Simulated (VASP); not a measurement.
# KI (Immm) in VASP: a series of runs

Aim: see how the results for KI move with the level of theory and the settings. Levels: PBE, r2SCAN, HSE06. Tasks: single point.

Everything below comes from runs of VASP 6.6.1. Logs are shortened: lines on timing, memory, paths and dates and some standing lists are left out, and cuts for length are marked.

## (1) The cell of the first run

The structure is orthorhombic, space group Immm (No. 71). The conventional cell has a = 4.880 Å, b = 5.145 Å, c = 7.089 Å, α = 90.00°, β = 90.00°, γ = 90.00°. Within 4.7 Å of K (site symmetry mmm) lie 6 I at 3.54 to 3.55 Å. Within 4.7 Å of I (site symmetry mmm) lie 6 K at 3.54 to 3.55 Å.

## (2) Single point, PBE (shear xy strain -5.3%)

INCAR

```
PREC = Accurate
ENCUT = 520
EDIFF = 1E-7
ISMEAR = -1
SIGMA = 0.02
LREAL = F
LASPH = T
NELM = 60
ALGO = Normal
ISIF = 2
LWAVE = F
LCHARG = T
GGA = PE
LELF = T
LVHAR = T
NBANDS = 15
```

KPOINTS

```
regular mesh
0
Gamma
  6 6 6
```

POSCAR

```
KI
1.0
   -0.0937463197      3.5442842980      3.5442842980
    3.5442842980     -0.0937463197      3.5442842980
    3.4505379783      3.4505379783      0.0000000000
K I
1 1
Direct
    0.0000000000      0.0000000000      0.0000000000
    0.5000000000      0.5000000000      0.5000000000
```

Potentials or basis: VASP PAW PBE potentials, release 64 (K_sv, I).

On the command line:

```sh
$ cat potpaw_PBE.64/K_sv/POTCAR potpaw_PBE.64/I/POTCAR > POTCAR
$ mpirun -np 1 vasp_std > vasp.out
```

OUTCAR:

```text
PREC = Accurate
   ENCUT = 520
   EDIFF = 1E-7
   ISMEAR = -1
   LREAL = F
   LASPH = T
   NELM = 60
   ISIF = 2
   GGA = PE

 ion  position               nearest neighbor table
   1  0.000  0.000  0.000-   2 3.54   2 3.54   2 3.55   2 3.55   2 3.55   2 3.55
   2  0.500  0.500  0.500-   1 3.54   1 3.54   1 3.55   1 3.55   1 3.55   1 3.55

  LATTYP: Found a body centered orthorhombic cell.
 ALAT       =     4.8797976064
 B/A-ratio  =     1.0543372195
 C/A-ratio  =     1.4526357787

  Lattice vectors:

 A1 = (   0.0937463197,  -3.5442842980,  -3.5442842980)
 A2 = (  -0.0937463197,   3.5442842980,  -3.5442842980)
 A3 = (   3.5442842980,  -0.0937463197,   3.5442842980)

Analysis of symmetry for initial positions (statically):
=====================================================================
 Subroutine PRICEL returns:
 Original cell was already a primitive cell.

 Routine SETGRP: Setting up the symmetry group for a
 body centered orthorhombic supercell.

 Subroutine GETGRP returns: Found  8 space group operations
 (whereof  8 operations were pure point group operations)
 out of a pool of  8 trial point group operations.

The static configuration has the point symmetry D_2h.

Analysis of symmetry for dynamics (positions and initial velocities):
=====================================================================
 Subroutine PRICEL returns:
 Original cell was already a primitive cell.

 Routine SETGRP: Setting up the symmetry group for a
 body centered orthorhombic supercell.

 Subroutine GETGRP returns: Found  8 space group operations
 (whereof  8 operations were pure point group operations)
 out of a pool of  8 trial point group operations.

The dynamic configuration has the point symmetry D_2h.

 Subroutine INISYM returns: Found  8 space group operations
 (whereof  8 operations are pure point group operations),
 and found     1 'primitive' translations

----------------------------------------------------------------------------------------

                                     Primitive cell

  volume of cell :      88.9840

  direct lattice vectors                    reciprocal lattice vectors
    -0.093746320  3.544284298  3.544284298    -0.137436996  0.137436996  0.141072205
     3.544284298 -0.093746320  3.544284298     0.137436996 -0.137436996  0.141072205
     3.450537978  3.450537978  0.000000000     0.144904940  0.144904940 -0.141072205

  length of vectors
     5.013251514  5.013251514  4.879797606     0.240164991  0.240164991  0.248789571

  position of ions in fractional coordinates (direct lattice)
     0.000000000  0.000000000  0.000000000
     0.500000000  0.500000000  0.500000000

  ion indices of the primitive-cell ions
   primitive index   ion index
                 1           1
                 2           2

----------------------------------------------------------------------------------------

 KPOINTS: regular mesh

Automatic generation of k-mesh.
 Grid dimensions read from file:
 generate k-points for:    6    6    6

 Generating k-lattice:

  Cartesian coordinates                     Fractional coordinates (reciprocal lattice)
    -0.022906166  0.022906166  0.023512034     0.166666667  0.000000000  0.000000000
     0.022906166 -0.022906166  0.023512034     0.000000000  0.166666667  0.000000000
     0.024150823  0.024150823 -0.023512034     0.000000000  0.000000000  0.166666667

  Length of vectors
     0.040027498  0.040027498  0.041464928

  Shift w.r.t. Gamma in fractional coordinates (k-lattice)
     0.000000000  0.000000000  0.000000000

 Subroutine IBZKPT returns following result:
 ===========================================

 Found     46 irreducible k-points:

 Following reciprocal coordinates:
            Coordinates               Weight
  0.000000  0.000000  0.000000      1.000000
  0.166667  0.000000  0.000000      4.000000
  0.333333 -0.000000  0.000000      4.000000
  0.500000 -0.000000  0.000000      2.000000
  0.166667  0.166667  0.000000      2.000000
  0.333333  0.166667  0.000000      4.000000
[... 16 lines left out ...]
 -0.166667  0.333333  0.166667      4.000000
  0.500000  0.500000  0.166667      4.000000
 [... further k-points ...]
   k-points           NKPTS =     46   k-points in BZ     NKDIM =     46   number of bands    NBANDS=     15
   number of dos      NEDOS =    301   number of ions     NIONS =      2
   total plane-waves  NPLWV =  57600
   dimension x,y,z NGX =    40 NGY =   40 NGZ =   36
   dimension x,y,z NGXF=    80 NGYF=   80 NGZF=   72
   ions per type =               1   1
   NGX,Y,Z   is equivalent  to a cutoff of  13.26, 13.26, 12.26 a.u.
   NGXF,Y,Z  is equivalent  to a cutoff of  26.53, 26.53, 24.53 a.u.
 SYSTEM =  unknown system
   PREC   = accura    normal or accurate (medium, high low for compatibility)
   ISTART =      0    job   : 0-new  1-cont  2-samecut
   ICHARG =      2    charge: 1-file 2-atom 10-const
   ISPIN  =      1    spin polarized calculation?
   LNONCOLLINEAR =      F non collinear calculations
   LSORBIT =      F    spin-orbit coupling
   LASPH  =      T    aspherical Exc in radial PAW
   ENCUT  =  520.0 eV  38.22 Ry    6.18 a.u.   9.32  9.32  9.07*2*pi/ulx,y,z
   NELM   =     60;   NELMIN=  2; NELMDL= -5     # of ELM steps
   EDIFF  = 0.1E-06   stopping-criterion for ELM
   LREAL  =      F    real-space projection
   EDIFFG = 0.1E-05   stopping-criterion for IOM
   NSW    =      0    number of steps for IOM
   IBRION =     -1    ionic relax: 0-MD 1-quasi-New 2-CG
   NFREE  =      0    steps in history (QN), initial steepest desc. (CG)
   ISIF   =      2    stress and relaxation
   ISYM   =      2    0-nonsym 1-usesym 2-fastsym
   POTIM  = 0.5000    time-step for ionic-motion
   TEBEG  =    0.0;   TEEND  =   0.0 temperature during run
   PSTRESS=    0.0 pullay stress
   NELECT =      16.0000    total number of electrons
   NUPDOWN=      -1.0000    fix difference up-down
   EMIN   =  10.00;   EMAX   =-10.00  energy-range for DOS
   EFERMI =   0.00;   METHOD = LEGACY
   ISMEAR =    -1;   SIGMA  =   0.02  broadening in eV -4-tet -1-fermi 0-gaus
   EFERMI_NEDOS =   21; number of points for ismear=-14 and -15
   IALGO  =     38    algorithm
   IMIX   =      4    mixing-type and parameters
     AMIX     =   0.40;   BMIX     =  1.00
     AMIX_MAG =   1.60;   BMIX_MAG =  1.00
  volume/ion in A,a.u.               =      44.49       300.25
  Fermi-wavevector in a.u.,A,eV,Ry     =   0.924012  1.746129 11.616628  0.853798
  Thomas-Fermi vector in A             =   2.049711
   LORBIT       =      0    0 simple, 1 ext, 2 COOP (PROOUT), +10 PAW based schemes
   GGA     = PE    functional components
   LHFCALC =     F    Hartree Fock is set to
   AEXX    =    0.0000 exact exchange contribution
   IVDW    =     0    specifies the selected vdW correction
   LEPSILON=     F    determine dielectric tensor
   LRPA    =     F    only Hartree local field effects (RPA)
 non-spin polarized calculation
  energy-cutoff  :      520.00
  volume of cell :       88.98
 maximum number of plane-waves:      2410
 NGX is ok and might be reduce to    40
   NGX = 19   NGY = 19   NGZ = 19

 number of electron      16.0000000 magnetization

 Free energy of the ion-electron system (eV)
  ---------------------------------------------------
  ext. energy  EPLUGINS =         0.00000000
  ---------------------------------------------------
  free energy    TOTEN  =        -5.55641963 eV

  energy without entropy =       -5.55641963  energy(sigma->0) =       -5.55641963

 E-fermi :   0.1116     XC(G=0):  -7.1426

 val. band max:       -0.3865689781   @ k =   0.0000   0.0000   0.0000
 cond. band min:       3.4741101472   @ k =   0.0000   0.0000   0.0000
 fundamental gap:      3.8606791252
 Fermi energy:         0.1115769924

 k-point     1 :       0.0000    0.0000    0.0000
  band No.  band energies     occupation
      1     -28.9846      2.00000
      2     -12.4738      2.00000
      3     -12.4706      2.00000
      4     -12.4676      2.00000
      5     -10.9473      2.00000
      6      -0.5217      2.00000
      7      -0.4622      2.00000
      8      -0.3866      2.00000
      9       3.4741      0.00000
     10       5.8513      0.00000
     11       6.0487      0.00000
     12       6.2378      0.00000
     13       6.7504      0.00000
     14       6.7670      0.00000
     15       9.3232      0.00000

 k-point     2 :       0.1667    0.0000    0.0000
  band No.  band energies     occupation
      1     -28.9841      2.00000
      2     -12.5069      2.00000
      3     -12.4745      2.00000
      4     -12.4697      2.00000
      5     -10.8795      2.00000
      6      -0.9022      2.00000
      7      -0.5621      2.00000
      8      -0.4697      2.00000
      9       4.0850      0.00000
     10       5.8741      0.00000
     11       6.2677      0.00000
     12       6.5132      0.00000
     13       7.0457      0.00000
     14       7.0929      0.00000
     15      10.0867      0.00000

 k-point     3 :       0.3333   -0.0000    0.0000
  band No.  band energies     occupation
      1     -28.9833      2.00000
      2     -12.5759      2.00000
      3     -12.4759      2.00000
      4     -12.4701      2.00000
      5     -10.7494      2.00000
      6      -1.5146      2.00000
      7      -0.7125      2.00000
      8      -0.6243      2.00000
      9       4.8839      0.00000
     10       6.4432      0.00000
     11       6.9637      0.00000
     12       7.1914      0.00000
     13       7.8166      0.00000
     14       7.9578      0.00000
     15       9.1339      0.00000
[... 343 lines left out ...]
 k-point    23 :      -0.1667    0.3333    0.1667
  band No.  band energies     occupation
      1     -28.9826      2.00000
      2     -12.5458      2.00000
      3     -12.4898      2.00000
      4     -12.4846      2.00000
      5     -10.7540      2.00000
      6      -1.4184      2.00000
      7      -0.9353      2.00000
      8      -0.7759      2.00000
      9       5.4737      0.00000
     10       5.7613      0.00000
     11       6.8338      0.00000
     12       7.8579      0.00000
     13       8.1446      0.00000
     14       8.1907      0.00000
     15       9.3322      0.00000

 k-point    24 :       0.5000    0.5000    0.1667
  band No.  band energies     occupation
      1     -28.9821      2.00000
      2     -12.5291      2.00000
      3     -12.4965      2.00000
      4     -12.4822      2.00000
      5     -10.7741      2.00000
      6      -1.4020      2.00000
      7      -0.9118      2.00000
      8      -0.8990      2.00000
      9       4.8550      0.00000
     10       5.8309      0.00000
     11       7.2306      0.00000
     12       7.6996      0.00000
     13       8.4166      0.00000
     14       8.8167      0.00000
     15       9.3658      0.00000

 [... further k-points ...]
[... 5 lines left out ...]
  --------------------------------------------------------------------------------------
  -------------------------------------------------------------------------------------
  Total        0.2696211      0.2696211      0.2616781      0.1066880      0.0000000      0.0000000
  in kB        4.8545928      4.8545928      4.7115763      1.9209436      0.0000000      0.0000000
  external PRESSURE =       4.8069206 kB  Pullay stress =       0.0000000 kB

 VOLUME and BASIS-vectors are now :
 -----------------------------------------------------------------------------
  energy-cutoff  :      520.00
  volume of cell :       88.98
      direct lattice vectors                 reciprocal lattice vectors
    -0.093746320  3.544284298  3.544284298    -0.137436996  0.137436996  0.141072205
     3.544284298 -0.093746320  3.544284298     0.137436996 -0.137436996  0.141072205
     3.450537978  3.450537978  0.000000000     0.144904940  0.144904940 -0.141072205

 POSITION                                       TOTAL-FORCE (eV/Angst)
 -----------------------------------------------------------------------------------
      0.00000      0.00000      0.00000        -0.000000      0.000000      0.000000
      3.45054      3.45054      3.54428         0.000000      0.000000      0.000000
 -----------------------------------------------------------------------------------
    total drift:                                0.000000     -0.000000     -0.000000

  FREE ENERGIE OF THE ION-ELECTRON SYSTEM (eV)
  ---------------------------------------------------
  free  energy   TOTEN  =        -5.5564196257 eV

  energy  without entropy=       -5.5564196257  energy(sigma->0) =       -5.55641963
```

It took 63 s on 1 thread of Intel Xeon Platinum 8375C at 2.90GHz (Ice Lake), shared host; peak memory 0.26 GiB.

What came out:

```yaml
Free_energy: -5.5564 eV
Pressure: 0.5 GPa
Band_gap_on_the_k_mesh: 3.86 eV, direct
```

Stress tensor (GPa, compression positive):
```
0.49 0.19 0.00
0.19 0.49 0.00
0.00 0.00 0.47
```

Caveat: the cell differs from its parent crystal (shear xy strain -5.3%); spin-orbit coupling is left out, which moves the levels of the heavy elements.

## (3) Single point, r2SCAN (shear xy strain -5.3%)

POSCAR is that of step 2.

INCAR.step1

```
ALGO = Normal
EDIFF = 1E-4
ENCUT = 520
GGA = PE
ISMEAR = 0
LASPH = True
LCHARG = False
LREAL = False
LWAVE = True
NBANDS = 15
NELM = 100
PREC = Accurate
SIGMA = 0.01
```

INCAR.step2

```
ALGO = Normal
EDIFF = 1E-6
ENCUT = 520
ISIF = 2
ISMEAR = 0
ISTART = 1
LASPH = True
LCHARG = True
LELF = True
LMIXTAU = True
LREAL = False
LVHAR = True
LWAVE = False
METAGGA = R2SCAN
NBANDS = 15
NELM = 100
PREC = Accurate
SIGMA = 0.01
```

KPOINTS

```
k-points
0
Gamma
  6 6 6
```

Potentials or basis: VASP PAW PBE potentials, release 64 (K_sv, I).

On the command line:

```sh
$ cat potpaw_PBE.64/K_sv/POTCAR potpaw_PBE.64/I/POTCAR > POTCAR
$ cp INCAR.step1 INCAR
$ mpirun -np 1 vasp_std > vasp.out
$ cp INCAR.step2 INCAR
$ mpirun -np 1 vasp_std > vasp.out
```

OUTCAR:

```text
EDIFF = 1E-6
   ENCUT = 520
   ISIF = 2
   ISMEAR = 0
   ISTART = 1
   LASPH = True
   LREAL = False
   METAGGA = R2SCAN
   NELM = 100
   PREC = Accurate

 ion  position               nearest neighbor table
   1  0.000  0.000  0.000-   2 3.54   2 3.54   2 3.55   2 3.55   2 3.55   2 3.55
   2  0.500  0.500  0.500-   1 3.54   1 3.54   1 3.55   1 3.55   1 3.55   1 3.55

  LATTYP: Found a body centered orthorhombic cell.
 ALAT       =     4.8797976064
 B/A-ratio  =     1.0543372195
 C/A-ratio  =     1.4526357787

  Lattice vectors:

[... 612 lines left out ...]
     11       7.5200      0.00000
     12       8.0886      0.00000
     13       8.8526      0.00000
     14       9.2100      0.00000
     15       9.7969      0.00000

 [... further k-points ...]
[... 5 lines left out ...]
  --------------------------------------------------------------------------------------
  -------------------------------------------------------------------------------------
  Total        0.0125205      0.0125205      0.0036422      0.1164515      0.0000000      0.0000000
  in kB        0.2254346      0.2254346      0.0655780      2.0967364      0.0000000      0.0000000
  external PRESSURE =       0.1721491 kB  Pullay stress =       0.0000000 kB

 VOLUME and BASIS-vectors are now :
 -----------------------------------------------------------------------------
  energy-cutoff  :      520.00
  volume of cell :       88.98
      direct lattice vectors                 reciprocal lattice vectors
    -0.093746320  3.544284298  3.544284298    -0.137436996  0.137436996  0.141072205
     3.544284298 -0.093746320  3.544284298     0.137436996 -0.137436996  0.141072205
     3.450537978  3.450537978  0.000000000     0.144904940  0.144904940 -0.141072205

 POSITION                                       TOTAL-FORCE (eV/Angst)
 -----------------------------------------------------------------------------------
      0.00000      0.00000      0.00000        -0.000000      0.000000      0.000000
      3.45054      3.45054      3.54428         0.000000     -0.000000     -0.000000
 -----------------------------------------------------------------------------------
    total drift:                                0.000000     -0.000000     -0.000000

  FREE ENERGIE OF THE ION-ELECTRON SYSTEM (eV)
  ---------------------------------------------------
  free  energy   TOTEN  =       -33.9812595415 eV

  energy  without entropy=      -33.9812595415  energy(sigma->0) =      -33.98125954
```

OSZICAR.step1:

```text
N       E                     dE             d eps       ncg     rms          rms(c)
DAV:   1     0.902598515701E+02    0.90260E+02   -0.64018E+03  1380   0.899E+02
DAV:   2     0.954962206060E-01   -0.90164E+02   -0.84043E+02  1765   0.213E+02
DAV:   3    -0.534634882009E+01   -0.54418E+01   -0.54169E+01  1887   0.458E+01
DAV:   4    -0.563799198530E+01   -0.29164E+00   -0.29156E+00  2308   0.910E+00
DAV:   5    -0.563949097739E+01   -0.14990E-02   -0.14990E-02  1935   0.724E-01    0.299E+00
DAV:   6    -0.555487681059E+01    0.84614E-01   -0.95293E-02  1793   0.178E+00    0.214E+00
DAV:   7    -0.555049882268E+01    0.43780E-02   -0.11381E-01  1870   0.169E+00    0.783E-01
DAV:   8    -0.555576412127E+01   -0.52653E-02   -0.12125E-02  1557   0.714E-01    0.130E-01
DAV:   9    -0.555626027656E+01   -0.49616E-03   -0.98557E-04  1926   0.182E-01    0.777E-02
DAV:  10    -0.555637098610E+01   -0.11071E-03   -0.11195E-04  1440   0.588E-02    0.211E-02
DAV:  11    -0.555641911681E+01   -0.48131E-04   -0.63736E-05  1362   0.470E-02
   1 F= -.55564191E+01 E0= -.55564191E+01  d E =-.156204E-43
```

Run time: 2.9 min. Hardware: 1 thread of Intel Xeon Platinum 8375C at 2.90GHz (Ice Lake), shared host; peak memory 0.28 GiB.

What came out:

- Free energy: -33.9813 eV
- Pressure: 0.0 GPa
- Band gap on the k mesh: 4.50 eV, direct

Stress tensor (GPa, compression positive):
```
0.02 0.21 0.00
0.21 0.02 0.00
0.00 0.00 0.01
```

Caveat: the cell differs from its parent crystal (shear xy strain -5.3%); the PAW data sets were made with another functional, which shifts forces and pressure a little; spin-orbit coupling is left out, which moves the levels of the heavy elements.

(Continued in part 2 of 2.)
